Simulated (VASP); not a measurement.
Here is a VASP 6.6.1 calculation.

The input INCAR:

```
SYSTEM = SrP6
ALGO     = Normal         ! electronic algorithm
EDIFF    = 1E-6           ! SCF threshold, eV
ENCUT    = 520            ! plane-wave cutoff, eV
GGA      = PE             ! functional
ISIF     = 2              ! what is computed and relaxed
ISMEAR   = 0              ! smearing method
LASPH    = .True.         ! aspherical terms in the spheres
LCHARG   = .False.        ! write CHGCAR
LREAL    = .False.        ! projectors in reciprocal space
LWAVE    = .False.        ! write WAVECAR
NBANDS   = 29             ! bands
NELM     = 100            ! most SCF steps
PREC     = Accurate       ! precision mode
SIGMA    = 0.1            ! smearing width, eV
```

KPOINTS

```
k-points
0
Gamma
  4 4 4
  0 0 0
```

File POSCAR:

```
SrP6
1.0
    0.0000000000      4.2878163000      4.2878163000
    4.2878163000      0.0000000000      4.2878163000
    4.2878163000      4.2878163000      0.0000000000
Sr P
1 6
Direct
    0.0000000000      0.0000000000      0.0000000000
    0.5000000000      0.5000000000      0.0000000000
    0.5000000000      0.0000000000      0.5000000000
    0.0000000000      0.0000000000      0.5000000000
    0.0000000000      0.5000000000      0.0000000000
    0.0000000000      0.5000000000      0.5000000000
    0.5000000000      0.0000000000      0.0000000000
```

Potentials or basis: VASP PAW PBE potentials, release 64 (Sr_sv, P).

Launch:

```bash
$ cat potpaw_PBE.64/Sr_sv/POTCAR potpaw_PBE.64/P/POTCAR > POTCAR
$ mpirun -np 1 vasp_std > vasp.out
```

(1) Estimate the pressure.

(2) What does it give for the band gap on the k mesh?

## Answers

(1) -8.2 GPa.

(2) zero (band 20 reaches 5.27 eV, above the bottom of band 21 at 3.59 eV).
